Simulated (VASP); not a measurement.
MnS, 4 atoms in the cell. The structure is hexagonal, space group P6_3/mmc (No. 194). The conventional cell has a = 3.608 Å, b = 3.608 Å, c = 5.754 Å, α = 90.00°, β = 90.00°, γ = 120.00°. Mn (site symmetry -3m) has 6 S at 2.53 Å and 2 Mn at 2.88 Å within 3.3 Å. S (site symmetry -6m2) has 6 Mn at 2.53 Å within 3.3 Å. 

| Item | Value |
| --- | --- |
| Program | VASP 6.6.1 |
| Task | single point |
| Functional | PBE |
| Potentials or basis | VASP PAW PBE potentials, release 64 (Mn_pv, S) |
| Cutoff | 520 eV |
| k mesh | 12 × 12 × 8 |
| Occupations | gaussian, width 0.1 eV |
| Spin | collinear spin, ferromagnetic start |
| Starting moments | [3.55, 3.55, 0.0, 0.0] μB |
| Dipole correction | no |
| Further INCAR settings | ALGO = Normal; EDIFF = 1e-06; NBANDS = 31 |

Potentials or basis: VASP PAW PBE potentials, release 64 (Mn_pv, S).

Launch:

```sh
$ cat potpaw_PBE.64/Mn_pv/POTCAR potpaw_PBE.64/S/POTCAR > POTCAR
$ mpirun -np 1 vasp_std > vasp.out
```

Hardware: 1 thread of Intel Xeon 8259CL, on a shared host.

How long does it take, and how much memory?

It took 13 min on 1 thread of Intel Xeon 8259CL, with other jobs on the host, peak memory 0.36 GiB. Counts: scf iterations 16, k points 95.
